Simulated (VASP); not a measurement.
Crystal: Si.

```
Si
1.0
     0.00000    2.66897    2.66897
     2.66897    0.00000    2.66897
     2.66897    2.66897    0.00000
Si
2
Cartesian
  0.0000 0.0000 0.0000
  1.3345 1.3345 1.3345
```

Base run:

```yaml
Program: VASP 6.6.1
Functional: PBE
Potentials_or_basis: VASP PAW PBE potentials, release 64 (Si)
Cutoff: 520 eV
k_mesh: 8 × 8 × 8
Occupations: gaussian, width 0.01 eV
Spin: no spin polarisation
```

Its results: band gap on the k mesh 0.53 eV, indirect (least direct gap 2.58 eV); pressure 7.6 GPa.

Problem. The run is repeated on the same cell with these changes: functional from PBE to PBEsol. What comes out?

Solution. Band gap on the k mesh 0.41 eV, indirect (least direct gap 2.54 eV); pressure 5.7 GPa.

PBEsol binds more tightly than PBE, so the same cell stands under less pressure.

Caveats: the PAW data sets were made with another functional, which shifts forces and pressure a little (some runs).

A k mesh can miss the band edges.
